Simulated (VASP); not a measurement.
Here is a VASP 6.6.1 calculation.

Contents of INCAR:

```
PREC = Accurate
ENCUT = 600
EDIFF = 1E-6
ISMEAR = 0
SIGMA = 0.1
LREAL = False
LASPH = True
NELM = 200
ALGO = Normal
ISIF = 2
LWAVE = False
LCHARG = False
ISPIN = 2
MAGMOM = 1.9 1.9 0 0 0 0
LORBIT = 11
LMAXMIX = 4
GGA = PE
NBANDS = 39
GGA_COMPAT = False
```

Contents of KPOINTS:

```
Automatic mesh
0
Gamma
  4 4 6
```

Contents of POSCAR:

```
CrO2
1.0
    4.4407917087      0.0000000000      0.0000000000
    0.0000000000      4.4407917087      0.0000000000
    0.0000000000      0.0000000000      2.9227454798
Cr O
2 4
Direct
    0.0000000000      0.0000000000      0.5000000000
    0.5000000000      0.5000000000      0.0000000000
    0.1967873518      0.1967873518      0.0000000000
    0.3032126482      0.6967873518      0.5000000000
    0.8032126482      0.8032126482      0.0000000000
    0.6967873518      0.3032126482      0.5000000000
```

Potentials or basis: VASP PAW PBE potentials, release 64 (Cr_sv, O).

Run with:

```sh
$ cat potpaw_PBE.64/Cr_sv/POTCAR potpaw_PBE.64/O/POTCAR > POTCAR
$ mpirun -np 1 vasp_std > vasp.out
```

Task: What does it give for the largest force?

Result: 0.037 eV/Å.

Task: Estimate the pressure.

Result: -1.5 GPa.

Task: Predict the band gap on the k mesh.

Result: Zero (filled and empty bands overlap).

Task: Estimate the site moments.

Result: Cr +1.95; O -0.07 μB.

Forces on the atoms (eV/Å):
```
Cr   0.000  0.000  0.000
Cr   0.000  0.000  0.000
O   -0.026 -0.026  0.000
O    0.026 -0.026  0.000
O    0.026  0.026  0.000
O   -0.026  0.026  0.000
```

Caveat: semilocal functionals often make such compounds metallic where correlation or magnetic order opens a gap, which also shifts bond lengths; only a ferromagnetic start was run, and an antiferromagnetic order may lie lower in energy. With open d or f shells a metallic result of PBE can be an artefact of self-interaction; +U or a hybrid may open a gap.
